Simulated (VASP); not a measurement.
# TiPt3 (Pm-3m) in VASP: single point with PBEsol

Aim: the single point of TiPt3 with PBEsol.

Program: VASP 6.6.1. These are calculated values, not measurements. Logs are shortened: lines on timing, memory, paths and dates and some standing lists are left out, and cuts for length are marked.

### 1 The cell of the first run

Symmetry: Pm-3m, No. 221, cubic system. Conventional cell: a = 3.897 Å, b = 3.897 Å, c = 3.897 Å, α = 90.00°, β = 90.00°, γ = 90.00°. Ti (site symmetry m-3m) has 12 Pt at 2.76 Å within 3.6 Å. Within 3.6 Å of Pt (site symmetry 4/mmm) lie 4 Ti at 2.76 Å and 8 Pt at 2.76 Å.

### 2 Single point, PBEsol

Contents of INCAR:

```
SYSTEM = TiPt3
PREC     = Accurate       ! precision mode
ENCUT    = 500            ! plane-wave cutoff, eV
EDIFF    = 1E-6           ! SCF threshold, eV
ISMEAR   = -1             ! smearing method
SIGMA    = 0.1            ! smearing width, eV
LREAL    = .False.        ! projectors in reciprocal space
LASPH    = .True.         ! aspherical terms in the spheres
NELM     = 120            ! most SCF steps
ALGO     = Normal         ! electronic algorithm
ISIF     = 2              ! what is computed and relaxed
LWAVE    = .False.        ! write WAVECAR
LCHARG   = .False.        ! write CHGCAR
GGA      = PS             ! functional
NBANDS   = 29             ! bands
GGA_COMPAT= .False.
```

Contents of KPOINTS:

```
Automatic mesh
0
Gamma
  5 5 5
  0 0 0
```

Contents of POSCAR:

```
TiPt3
1.0
    3.8970000000      0.0000000000      0.0000000000
    0.0000000000      3.8970000000      0.0000000000
    0.0000000000      0.0000000000      3.8970000000
Ti Pt
1 3
Direct
    0.0000000000      0.0000000000      0.0000000000
    0.0000000000      0.5000000000      0.5000000000
    0.5000000000      0.0000000000      0.5000000000
    0.5000000000      0.5000000000      0.0000000000
```

Potentials or basis: VASP PAW PBE potentials, release 64 (Ti_sv, Pt).

On the command line:

```console
$ cat potpaw_PBE.64/Ti_sv/POTCAR potpaw_PBE.64/Pt/POTCAR > POTCAR
$ mpirun -np 1 vasp_std > vasp.out
```

OUTCAR:

```text
SYSTEM = TiPt3
   PREC = Accurate
   ENCUT = 500
   EDIFF = 1E-6
   ISMEAR = -1
   LREAL = .False.
   LASPH = .True.
   NELM = 120
   ISIF = 2
   GGA = PS

 ion  position               nearest neighbor table
   1  0.000  0.000  0.000-   2 2.76   3 2.76   4 2.76   2 2.76   3 2.76   2 2.76   4 2.76   2 2.76
                             3 2.76   4 2.76   3 2.76   4 2.76
   2  0.000  0.500  0.500-   1 2.76   3 2.76   4 2.76   1 2.76   4 2.76   1 2.76   3 2.76   1 2.76
                             3 2.76   4 2.76   4 2.76   3 2.76
   3  0.500  0.000  0.500-   1 2.76   2 2.76   4 2.76   1 2.76   4 2.76   2 2.76   4 2.76   4 2.76
                             1 2.76   2 2.76   1 2.76   2 2.76
   4  0.500  0.500  0.000-   1 2.76   2 2.76   3 2.76   2 2.76   3 2.76   1 2.76   3 2.76   3 2.76
                             1 2.76   2 2.76   2 2.76   1 2.76

  LATTYP: Found a simple cubic cell.
 ALAT       =     3.8970000000

  Lattice vectors:

 A1 = (   3.8970000000,   0.0000000000,   0.0000000000)
 A2 = (   0.0000000000,   3.8970000000,   0.0000000000)
 A3 = (   0.0000000000,   0.0000000000,   3.8970000000)

Analysis of symmetry for initial positions (statically):
=====================================================================
 Subroutine PRICEL returns:
 Original cell was already a primitive cell.

 Routine SETGRP: Setting up the symmetry group for a
 simple cubic supercell.

 Subroutine GETGRP returns: Found 48 space group operations
 (whereof 48 operations were pure point group operations)
 out of a pool of 48 trial point group operations.

The static configuration has the point symmetry O_h .

Analysis of symmetry for dynamics (positions and initial velocities):
=====================================================================
 Subroutine PRICEL returns:
 Original cell was already a primitive cell.

 Routine SETGRP: Setting up the symmetry group for a
 simple cubic supercell.

 Subroutine GETGRP returns: Found 48 space group operations
 (whereof 48 operations were pure point group operations)
 out of a pool of 48 trial point group operations.

The dynamic configuration has the point symmetry O_h .

 Subroutine INISYM returns: Found 48 space group operations
 (whereof 48 operations are pure point group operations),
 and found     1 'primitive' translations

----------------------------------------------------------------------------------------

                                     Primitive cell

  volume of cell :      59.1822

  direct lattice vectors                    reciprocal lattice vectors
     3.897000000  0.000000000  0.000000000     0.256607647  0.000000000  0.000000000
     0.000000000  3.897000000  0.000000000     0.000000000  0.256607647  0.000000000
     0.000000000  0.000000000  3.897000000     0.000000000  0.000000000  0.256607647

  length of vectors
     3.897000000  3.897000000  3.897000000     0.256607647  0.256607647  0.256607647

  position of ions in fractional coordinates (direct lattice)
     0.000000000  0.000000000  0.000000000
     0.000000000  0.500000000  0.500000000
     0.500000000  0.000000000  0.500000000
     0.500000000  0.500000000  0.000000000

  ion indices of the primitive-cell ions
   primitive index   ion index
                 1           1
                 2           2
                 3           3
                 4           4

----------------------------------------------------------------------------------------

 KPOINTS: Automatic mesh

Automatic generation of k-mesh.
 Grid dimensions read from file:
 generate k-points for:    5    5    5

 Generating k-lattice:

  Cartesian coordinates                     Fractional coordinates (reciprocal lattice)
     0.051321529  0.000000000  0.000000000     0.200000000  0.000000000  0.000000000
     0.000000000  0.051321529  0.000000000     0.000000000  0.200000000  0.000000000
     0.000000000  0.000000000  0.051321529     0.000000000  0.000000000  0.200000000

  Length of vectors
     0.051321529  0.051321529  0.051321529

  Shift w.r.t. Gamma in fractional coordinates (k-lattice)
     0.000000000  0.000000000  0.000000000

 Subroutine IBZKPT returns following result:
 ===========================================

 Found     10 irreducible k-points:

 Following reciprocal coordinates:
            Coordinates               Weight
  0.000000  0.000000  0.000000      1.000000
  0.200000  0.000000  0.000000      6.000000
  0.400000  0.000000  0.000000      6.000000
  0.200000  0.200000  0.000000     12.000000
  0.400000  0.200000  0.000000     24.000000
  0.400000  0.400000  0.000000     12.000000
  0.200000  0.200000  0.200000      8.000000
  0.400000  0.200000  0.200000     24.000000
  0.400000  0.400000  0.200000     24.000000
  0.400000  0.400000  0.400000      8.000000
   k-points           NKPTS =     10   k-points in BZ     NKDIM =     10   number of bands    NBANDS=     29
   number of dos      NEDOS =    301   number of ions     NIONS =      4
   total plane-waves  NPLWV =  21952
   dimension x,y,z NGX =    28 NGY =   28 NGZ =   28
   dimension x,y,z NGXF=    56 NGYF=   56 NGZF=   56
   ions per type =               1   3
   NGX,Y,Z   is equivalent  to a cutoff of  11.94, 11.94, 11.94 a.u.
   NGXF,Y,Z  is equivalent  to a cutoff of  23.89, 23.89, 23.89 a.u.
 SYSTEM =  TiPt3
   PREC   = accura    normal or accurate (medium, high low for compatibility)
   ISTART =      0    job   : 0-new  1-cont  2-samecut
   ICHARG =      2    charge: 1-file 2-atom 10-const
   ISPIN  =      1    spin polarized calculation?
   LNONCOLLINEAR =      F non collinear calculations
   LSORBIT =      F    spin-orbit coupling
   LASPH  =      T    aspherical Exc in radial PAW
   ENCUT  =  500.0 eV  36.75 Ry    6.06 a.u.   7.11  7.11  7.11*2*pi/ulx,y,z
   NELM   =    120;   NELMIN=  2; NELMDL= -5     # of ELM steps
   EDIFF  = 0.1E-05   stopping-criterion for ELM
   LREAL  =      F    real-space projection
   EDIFFG = 0.1E-04   stopping-criterion for IOM
   NSW    =      0    number of steps for IOM
   IBRION =     -1    ionic relax: 0-MD 1-quasi-New 2-CG
   NFREE  =      0    steps in history (QN), initial steepest desc. (CG)
   ISIF   =      2    stress and relaxation
   ISYM   =      2    0-nonsym 1-usesym 2-fastsym
   POTIM  = 0.5000    time-step for ionic-motion
   TEBEG  =    0.0;   TEEND  =   0.0 temperature during run
   PSTRESS=    0.0 pullay stress
   NELECT =      42.0000    total number of electrons
   NUPDOWN=      -1.0000    fix difference up-down
   EMIN   =  10.00;   EMAX   =-10.00  energy-range for DOS
   EFERMI =   0.00;   METHOD = LEGACY
   ISMEAR =    -1;   SIGMA  =   0.10  broadening in eV -4-tet -1-fermi 0-gaus
   EFERMI_NEDOS =   21; number of points for ismear=-14 and -15
   IALGO  =     38    algorithm
   IMIX   =      4    mixing-type and parameters
     AMIX     =   0.40;   BMIX     =  1.00
     AMIX_MAG =   1.60;   BMIX_MAG =  1.00
  volume/ion in A,a.u.               =      14.80        99.85
  Fermi-wavevector in a.u.,A,eV,Ry     =   1.460251  2.759474 29.012153  2.132333
  Thomas-Fermi vector in A             =   2.576723
   LORBIT       =      0    0 simple, 1 ext, 2 COOP (PROOUT), +10 PAW based schemes
   GGA     = PS    functional components
   LHFCALC =     F    Hartree Fock is set to
   AEXX    =    0.0000 exact exchange contribution
   IVDW    =     0    specifies the selected vdW correction
   LEPSILON=     F    determine dielectric tensor
   LRPA    =     F    only Hartree local field effects (RPA)
 non-spin polarized calculation
  energy-cutoff  :      500.00
  volume of cell :       59.18
 maximum number of plane-waves:      1516
   NGX = 15   NGY = 15   NGZ = 15

 number of electron      42.0000011 magnetization

 Free energy of the ion-electron system (eV)
  ---------------------------------------------------
  ext. energy  EPLUGINS =         0.00000000
  ---------------------------------------------------
  free energy    TOTEN  =       -32.78204407 eV

  energy without entropy =      -32.71165188  energy(sigma->0) =      -32.74684797

 E-fermi :  11.6839     XC(G=0): -13.4239

 val. band max:       11.4239115226   @ k =   0.2000   0.2000   0.2000
 cond. band min:      11.6908537590   @ k =   0.4000   0.0000   0.0000
 fundamental gap:      0.2669422364
 Fermi energy:        11.6839180389

 k-point     1 :       0.0000    0.0000    0.0000
  band No.  band energies     occupation
      1     -46.1909      2.00000
      2     -22.5138      2.00000
      3     -22.5138      2.00000
      4     -22.5138      2.00000
      5       1.4137      2.00000
      6       4.2408      2.00000
[... 21 lines left out ...]
     28      13.7864      0.00000
     29      20.0856      0.00000

 k-point     2 :       0.2000    0.0000    0.0000
  band No.  band energies     occupation
      1     -46.1902      2.00000
      2     -22.5240      2.00000
      3     -22.5154      2.00000
      4     -22.5154      2.00000
      5       1.9355      2.00000
      6       4.5607      2.00000
[... 21 lines left out ...]
     28      15.7812      0.00000
     29      19.3213      0.00000

 k-point     3 :       0.4000    0.0000    0.0000
  band No.  band energies     occupation
      1     -46.1892      2.00000
      2     -22.5405      2.00000
      3     -22.5180      2.00000
      4     -22.5180      2.00000
      5       3.2354      2.00000
      6       4.8878      2.00000
[... 21 lines left out ...]
     28      18.4642      0.00000
     29      18.5407      0.00000

 k-point     4 :       0.2000    0.2000    0.0000
  band No.  band energies     occupation
      1     -46.1897      2.00000
      2     -22.5269      2.00000
      3     -22.5213      2.00000
      4     -22.5169      2.00000
      5       2.4193      2.00000
      6       4.8738      2.00000
[... 149 lines left out ...]
     28      16.5960      0.00000
     29      17.6339      0.00000

 k-point     9 :       0.4000    0.4000    0.2000
  band No.  band energies     occupation
      1     -46.1884      2.00000
      2     -22.5336      2.00000
      3     -22.5309      2.00000
      4     -22.5236      2.00000
      5       4.3341      2.00000
      6       5.0104      2.00000
[... 21 lines left out ...]
     28      15.4425      0.00000
     29      18.0975      0.00000

 k-point    10 :       0.4000    0.4000    0.4000
  band No.  band energies     occupation
      1     -46.1885      2.00000
      2     -22.5301      2.00000
      3     -22.5270      2.00000
      4     -22.5270      2.00000
      5       4.1571      2.00000
      6       4.5182      2.00000
[... 21 lines left out ...]
     28      13.8503      0.00000
     29      17.4952      0.00000

------------------------ aborting loop because EDIFF is reached ----------------------------------------

  FORCE on cell =-STRESS in cart. coord.  units (eV):
  Direction    XX          YY          ZZ          XY          YZ          ZX
  --------------------------------------------------------------------------------------
  -------------------------------------------------------------------------------------
  Total        0.0616157      0.0616157      0.0616157      0.0000000     -0.0000000      0.0000000
  in kB        1.6680553      1.6680553      1.6680553      0.0000000     -0.0000000      0.0000000
  external PRESSURE =       1.6680553 kB  Pullay stress =       0.0000000 kB

 VOLUME and BASIS-vectors are now :
 -----------------------------------------------------------------------------
  energy-cutoff  :      500.00
  volume of cell :       59.18
      direct lattice vectors                 reciprocal lattice vectors
     3.897000000  0.000000000  0.000000000     0.256607647  0.000000000  0.000000000
     0.000000000  3.897000000  0.000000000     0.000000000  0.256607647  0.000000000
     0.000000000  0.000000000  3.897000000     0.000000000  0.000000000  0.256607647

 POSITION                                       TOTAL-FORCE (eV/Angst)
 -----------------------------------------------------------------------------------
      0.00000      0.00000      0.00000         0.000000      0.000000      0.000000
      0.00000      1.94850      1.94850         0.000000      0.000000      0.000000
      1.94850      0.00000      1.94850         0.000000      0.000000      0.000000
      1.94850      1.94850      0.00000         0.000000      0.000000      0.000000
 -----------------------------------------------------------------------------------
    total drift:                                0.000000      0.000000      0.000000

  FREE ENERGIE OF THE ION-ELECTRON SYSTEM (eV)
  ---------------------------------------------------
  free  energy   TOTEN  =       -32.7820440693 eV

  energy  without entropy=      -32.7116518776  energy(sigma->0) =      -32.74684797
```

Wall time 27 s (1 thread of Intel Xeon 8259CL, shared host); peak memory 0.16 GiB.

Results:

```yaml
Free_energy: -32.7820 eV
Pressure: 0.2 GPa
Band_gap_on_the_k_mesh: zero (bands 21 and 22 overlap by 1.44 eV)
```

Caveat: the PAW data sets were made with another functional, which shifts forces and pressure a little; spin-orbit coupling is left out, which moves the levels of the heavy elements.
